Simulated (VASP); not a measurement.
# Ti3Al (Pm) in VASP: further runs, part 2 of 2

VASP 6.6.1. Earlier steps stand in the parts before.

## Step 3: Single point, LDA (atoms displaced along several vibrational modes)

INCAR reads:

```
PREC     = Accurate       # precision mode
ENCUT    = 520            # plane-wave cutoff, eV
EDIFF    = 1E-6           # SCF threshold, eV
ISMEAR   = 0              # smearing method
SIGMA    = 0.15           # smearing width, eV
LREAL    = F              # projectors in reciprocal space
LASPH    = T              # aspherical terms in the spheres
NELM     = 80             # most SCF steps
ALGO     = Fast           # electronic algorithm
ISIF     = 2              # what is computed and relaxed
LWAVE    = F              # write WAVECAR
LCHARG   = F              # write CHGCAR
NBANDS   = 28             # bands
```

KPOINTS reads:

```
regular mesh
0
Gamma
  15 15 6
```

POSCAR reads:

```
Ti3Al
1.0
    2.8609400907      0.0000000000      0.0000000000
   -1.4304700453      2.4776467973      0.0000000000
    0.0000000000      0.0000000000      9.0513401041
Ti Al
3 1
Direct
    0.5282506260      0.3333333333      0.0000000000
    0.3812862204      0.6666666667      0.7515223620
    0.3812862204      0.6666666667      0.2484776380
    0.7420826379      0.3333333333      0.5000000000
```

Potentials or basis: VASP PAW LDA potentials, release 64 (Ti_sv, Al).

The run is started by

```sh
> cat potpaw_LDA.64/Ti_sv/POTCAR potpaw_LDA.64/Al/POTCAR > POTCAR
> mpirun -np 1 vasp_std > vasp.out
```

OUTCAR:

```text
PREC = Accurate
   ENCUT = 520
   EDIFF = 1E-6
   ISMEAR = 0
   LREAL = F
   LASPH = T
   NELM = 80
   ISIF = 2

 ion  position               nearest neighbor table
   1  0.528  0.333  0.000-   2 2.56   3 2.56   2 2.84   3 2.84
   2  0.381  0.667  0.752-   1 2.56   4 2.77   4 2.81   1 2.84   4 2.85
   3  0.381  0.667  0.248-   1 2.56   4 2.77   4 2.81   1 2.84   4 2.85
   4  0.742  0.333  0.500-   2 2.77   3 2.77   2 2.81   3 2.81   2 2.85   3 2.85

  LATTYP: Found a hexagonal cell.
 ALAT       =     2.8609400907
 C/A-ratio  =     3.1637642933

  Lattice vectors:

 A1 = (   2.8609400907,   0.0000000000,   0.0000000000)
 A2 = (  -1.4304700453,   2.4776467973,   0.0000000000)
 A3 = (   0.0000000000,   0.0000000000,   9.0513401041)

Analysis of symmetry for initial positions (statically):
=====================================================================
 Subroutine PRICEL returns:
 Original cell was already a primitive cell.

 Routine SETGRP: Setting up the symmetry group for a
 hexagonal supercell.

 Subroutine GETGRP returns: Found  2 space group operations
 (whereof  2 operations were pure point group operations)
 out of a pool of 24 trial point group operations.

The static configuration has the point symmetry C_1h.

Analysis of symmetry for dynamics (positions and initial velocities):
=====================================================================
 Subroutine PRICEL returns:
 Original cell was already a primitive cell.

 Routine SETGRP: Setting up the symmetry group for a
 hexagonal supercell.

 Subroutine GETGRP returns: Found  2 space group operations
 (whereof  2 operations were pure point group operations)
 out of a pool of 24 trial point group operations.

The dynamic configuration has the point symmetry C_1h.

 Subroutine INISYM returns: Found  2 space group operations
 (whereof  2 operations are pure point group operations),
 and found     1 'primitive' translations

----------------------------------------------------------------------------------------

                                     Primitive cell

  volume of cell :      64.1595

  direct lattice vectors                    reciprocal lattice vectors
     2.860940091  0.000000000  0.000000000     0.349535456  0.201804390  0.000000000
    -1.430470045  2.477646797  0.000000000     0.000000000  0.403608780  0.000000000
     0.000000000  0.000000000  9.051340104     0.000000000  0.000000000  0.110480878

  length of vectors
     2.860940091  2.860940091  9.051340104     0.403608780  0.403608780  0.110480878

  position of ions in fractional coordinates (direct lattice)
     0.528250626  0.333333333  0.000000000
     0.381286220  0.666666667  0.751522362
     0.381286220  0.666666667  0.248477638
     0.742082638  0.333333333  0.500000000

  ion indices of the primitive-cell ions
   primitive index   ion index
                 1           1
                 2           2
                 3           3
                 4           4

----------------------------------------------------------------------------------------

 KPOINTS: regular mesh

Automatic generation of k-mesh.
 Grid dimensions read from file:
 generate k-points for:   15   15    6

 Generating k-lattice:

  Cartesian coordinates                     Fractional coordinates (reciprocal lattice)
     0.023302364  0.013453626  0.000000000     0.066666667  0.000000000  0.000000000
     0.000000000  0.026907252  0.000000000     0.000000000  0.066666667  0.000000000
     0.000000000  0.000000000  0.018413480     0.000000000  0.000000000  0.166666667

  Length of vectors
     0.026907252  0.026907252  0.018413480

  Shift w.r.t. Gamma in fractional coordinates (k-lattice)
     0.000000000  0.000000000  0.000000000

 Subroutine IBZKPT returns following result:
 ===========================================

 Found    452 irreducible k-points:

 Following reciprocal coordinates:
            Coordinates               Weight
  0.000000  0.000000  0.000000      1.000000
  0.066667  0.000000  0.000000      2.000000
  0.000000  0.066667  0.000000      2.000000
 -0.066667  0.066667  0.000000      2.000000
  0.133333  0.000000  0.000000      2.000000
  0.000000  0.133333  0.000000      2.000000
[... 16 lines left out ...]
  0.066667  0.066667  0.000000      2.000000
 -0.066667  0.133333  0.000000      2.000000
 [... further k-points ...]
   k-points           NKPTS =    452   k-points in BZ     NKDIM =    452   number of bands    NBANDS=     28
   number of dos      NEDOS =    301   number of ions     NIONS =      4
   total plane-waves  NPLWV =  40320
   dimension x,y,z NGX =    24 NGY =   24 NGZ =   70
   dimension x,y,z NGXF=    48 NGYF=   48 NGZF=  140
   ions per type =               3   1
   NGX,Y,Z   is equivalent  to a cutoff of  13.95, 13.95, 12.86 a.u.
   NGXF,Y,Z  is equivalent  to a cutoff of  27.89, 27.89, 25.71 a.u.
 SYSTEM =  unknown system
   PREC   = accura    normal or accurate (medium, high low for compatibility)
   ISTART =      0    job   : 0-new  1-cont  2-samecut
   ICHARG =      2    charge: 1-file 2-atom 10-const
   ISPIN  =      1    spin polarized calculation?
   LNONCOLLINEAR =      F non collinear calculations
   LSORBIT =      F    spin-orbit coupling
   LASPH  =      T    aspherical Exc in radial PAW
   ENCUT  =  520.0 eV  38.22 Ry    6.18 a.u.   5.32  5.32 16.83*2*pi/ulx,y,z
   NELM   =     80;   NELMIN=  2; NELMDL= -5     # of ELM steps
   EDIFF  = 0.1E-05   stopping-criterion for ELM
   LREAL  =      F    real-space projection
   EDIFFG = 0.1E-04   stopping-criterion for IOM
   NSW    =      0    number of steps for IOM
   IBRION =     -1    ionic relax: 0-MD 1-quasi-New 2-CG
   NFREE  =      0    steps in history (QN), initial steepest desc. (CG)
   ISIF   =      2    stress and relaxation
   ISYM   =      2    0-nonsym 1-usesym 2-fastsym
   POTIM  = 0.5000    time-step for ionic-motion
   TEBEG  =    0.0;   TEEND  =   0.0 temperature during run
   PSTRESS=    0.0 pullay stress
   NELECT =      39.0000    total number of electrons
   NUPDOWN=      -1.0000    fix difference up-down
   EMIN   =  10.00;   EMAX   =-10.00  energy-range for DOS
   EFERMI =   0.00;   METHOD = LEGACY
   ISMEAR =     0;   SIGMA  =   0.15  broadening in eV -4-tet -1-fermi 0-gaus
   EFERMI_NEDOS =   21; number of points for ismear=-14 and -15
   IALGO  =     68    algorithm
   IMIX   =      4    mixing-type and parameters
     AMIX     =   0.40;   BMIX     =  1.00
     AMIX_MAG =   1.60;   BMIX_MAG =  1.00
  volume/ion in A,a.u.               =      16.04       108.24
  Fermi-wavevector in a.u.,A,eV,Ry     =   1.386786  2.620645 26.166378  1.923175
  Thomas-Fermi vector in A             =   2.511069
   LORBIT       =      0    0 simple, 1 ext, 2 COOP (PROOUT), +10 PAW based schemes
   GGA     = CA    functional components
   LHFCALC =     F    Hartree Fock is set to
   AEXX    =    0.0000 exact exchange contribution
   IVDW    =     0    specifies the selected vdW correction
   LEPSILON=     F    determine dielectric tensor
   LRPA    =     F    only Hartree local field effects (RPA)
 non-spin polarized calculation
 RMM-DIIS sequential band-by-band and
 Gauss-broadening in eV      SIGMA  =   0.15
  energy-cutoff  :      520.00
  volume of cell :       64.16
 maximum number of plane-waves:      1756
 NGX is ok and might be reduce to    24
   NGX = 11   NGY = 11   NGZ = 33

 number of electron      39.0000003 magnetization

 Free energy of the ion-electron system (eV)
  ---------------------------------------------------
  ext. energy  EPLUGINS =         0.00000000
  ---------------------------------------------------
  free energy    TOTEN  =       -30.21058578 eV

  energy without entropy =      -30.15646240  energy(sigma->0) =      -30.18352409

 E-fermi :   8.3909     XC(G=0): -11.7375

 val. band max:        8.3908432226   @ k =  -0.4000   0.2000   0.1667
 cond. band min:       8.3917873191   @ k =   0.1333   0.1333   0.0000
 fundamental gap:      0.0009440965
 Fermi energy:         8.3909174487

 k-point     1 :       0.0000    0.0000    0.0000
  band No.  band energies     occupation
      1     -47.4319      2.00000
      2     -47.3829      2.00000
      3     -47.2194      2.00000
      4     -24.4635      2.00000
      5     -24.1223      2.00000
      6     -23.6999      2.00000
[... 20 lines left out ...]
     27      11.0395      0.00000
     28      11.2070      0.00000
[... 683 lines left out ...]
 k-point    24 :      -0.0667    0.1333    0.0000
  band No.  band energies     occupation
      1     -47.4146      2.00000
      2     -47.3698      2.00000
      3     -47.2107      2.00000
      4     -24.4349      2.00000
      5     -24.1321      2.00000
      6     -23.7797      2.00000
[... 20 lines left out ...]
     27      10.9764      0.00000
     28      11.1982      0.00000

 [... further k-points ...]
[... 5 lines left out ...]
  --------------------------------------------------------------------------------------
  -------------------------------------------------------------------------------------
  Total       -0.3539163     -0.8145989     -0.1358543     -0.5325312      0.0000000      0.0000000
  in kB       -8.8379198    -20.3419864     -3.3925239    -13.2982535      0.0000000      0.0000000
  external PRESSURE =     -10.8574767 kB  Pullay stress =       0.0000000 kB

 VOLUME and BASIS-vectors are now :
 -----------------------------------------------------------------------------
  energy-cutoff  :      520.00
  volume of cell :       64.16
      direct lattice vectors                 reciprocal lattice vectors
     2.860940091  0.000000000  0.000000000     0.349535456  0.201804390  0.000000000
    -1.430470045  2.477646797  0.000000000     0.000000000  0.403608780  0.000000000
     0.000000000  0.000000000  9.051340104     0.000000000  0.000000000  0.110480878

 POSITION                                       TOTAL-FORCE (eV/Angst)
 -----------------------------------------------------------------------------------
      1.03447      0.82588      0.00000         0.499490     -0.210302      0.000000
      0.13719      1.65176      6.80228        -0.178081      0.127341     -0.011638
      0.13719      1.65176      2.24906        -0.178081      0.127341      0.011638
      1.64623      0.82588      4.52567        -0.143328     -0.044381      0.000000
 -----------------------------------------------------------------------------------
    total drift:                               -0.000017     -0.000219      0.000000

  FREE ENERGIE OF THE ION-ELECTRON SYSTEM (eV)
  ---------------------------------------------------
  free  energy   TOTEN  =       -30.2105857786 eV

  energy  without entropy=      -30.1564624036  energy(sigma->0) =      -30.18352409
```

Run time: 18 min. Hardware: 1 thread of Intel Xeon 6975P-C (Granite Rapids), shared host; peak memory 0.68 GiB.

What came out:

```
Free energy            : -30.2106 eV
Pressure               : -1.1 GPa
Largest force          : 0.542 eV/Å
Band gap on the k mesh : zero (an odd number of electrons rules out a gap without spin polarisation)
```

Forces on the atoms (eV/Å):
```
Ti   0.499 -0.210  0.000
Ti  -0.178  0.127 -0.012
Ti  -0.178  0.127  0.012
Al  -0.143 -0.044  0.000
```

Levels at points of the mesh, in eV from the Fermi level:
```csv
k point,band 18,band 19,band 20,band 21,band 22,band 23
"(0.00, 0.00, 0.00)",0.29,0.70,0.93,1.03,1.18,1.23
"(0.00, 0.00, 0.50)",0.30,0.57,0.94,1.03,1.22,1.23
```

Caveat: the cell differs from its parent crystal (atoms displaced along several vibrational modes).

## Step 4: Single point, LDA (atoms displaced along several vibrational modes)

INCAR reads:

```
ALGO = Fast ; EDIFF = 1E-6
ENCUT = 520 ; GGA = CA
ISIF = 2 ; ISMEAR = 0
LASPH = T ; LCHARG = F
LREAL = F ; LWAVE = F
NBANDS = 28 ; NELM = 100
PREC = Accurate ; SIGMA = 0.15
```

KPOINTS reads:

```
k-points
0
Gamma
  15 15 6
```

POSCAR reads:

```
Ti3Al
1.0
    2.8609400907      0.0000000000      0.0000000000
   -1.4304700453      2.4776467973      0.0000000000
    0.0000000000      0.0000000000      9.0513401041
Ti Al
3 1
Direct
    0.4944747679      0.1735042566      0.0000000000
    0.3929875370      0.7220378912      0.7515223620
    0.3929875370      0.7220378912      0.2484776380
    0.7604854121      0.4204161959      0.5000000000
```

The run is started by

```sh
> cat potpaw_LDA.64/Ti_sv/POTCAR potpaw_LDA.64/Al/POTCAR > POTCAR
> mpirun -np 1 vasp_std > vasp.out
```

Wall time 19 min (1 thread of Intel Xeon 6975P-C (Granite Rapids), shared host); peak memory 0.68 GiB.

Results (log left out):

```yaml
Free_energy: -30.1659 eV
Pressure: -1.4 GPa
Largest_force: 0.539 eV/Å
Band_gap_on_the_k_mesh: zero (an odd number of electrons rules out a gap without spin polarisation)
```

Forces on the atoms (eV/Å):
```
Ti  -0.003  0.539  0.000
Ti   0.074 -0.210 -0.031
Ti   0.074 -0.210  0.031
Al  -0.146 -0.119  0.000
```

Stress tensor (GPa, compression positive):
```
-2.81  0.07  0.00
 0.07 -0.96  0.00
 0.00  0.00 -0.29
```

Levels at points of the mesh, in eV from the Fermi level:
| k point | band 16 | band 17 | band 18 | band 19 | band 20 | band 21 | band 22 | band 23 | band 24 | band 25 |
| --- | --- | --- | --- | --- | --- | --- | --- | --- | --- | --- |
| (0.00, 0.00, 0.00) | -2.40 | -0.80 | 0.22 | 0.72 | 0.95 | 1.10 | 1.27 | 1.28 | 1.46 | 1.72 |
| (0.00, 0.00, 0.50) | -3.07 | -0.98 | 0.23 | 0.58 | 0.96 | 1.10 | 1.26 | 1.33 | 1.50 | 1.73 |

Caveat: the cell differs from its parent crystal (atoms displaced along several vibrational modes).

## Step 5: The runs side by side

```csv
cell,further INCAR settings,gap on the mesh (eV),pressure (GPa),largest force (eV/Å)
"as given, atomic positions A",ALGO = Fast; EDIFF = 1e-07; NBANDS = 28,none,-1.0,0.40
"as given, atomic positions B",ALGO = Fast; EDIFF = 1e-06; NBANDS = 28,none,-1.1,0.54
"as given, atomic positions C",ALGO = Fast; EDIFF = 1e-06; NBANDS = 28,none,-1.4,0.54
```

Alike in all rows: task single point; level LDA; potentials or basis VASP PAW LDA potentials, release 64 (Ti_sv, Al); no spin polarisation; k mesh 15 × 15 × 6; cutoff (eV) 520; smearing gaussian 0.15 eV.

Total energies depend on the potentials used, so only differences within one code and one set of settings carry meaning.
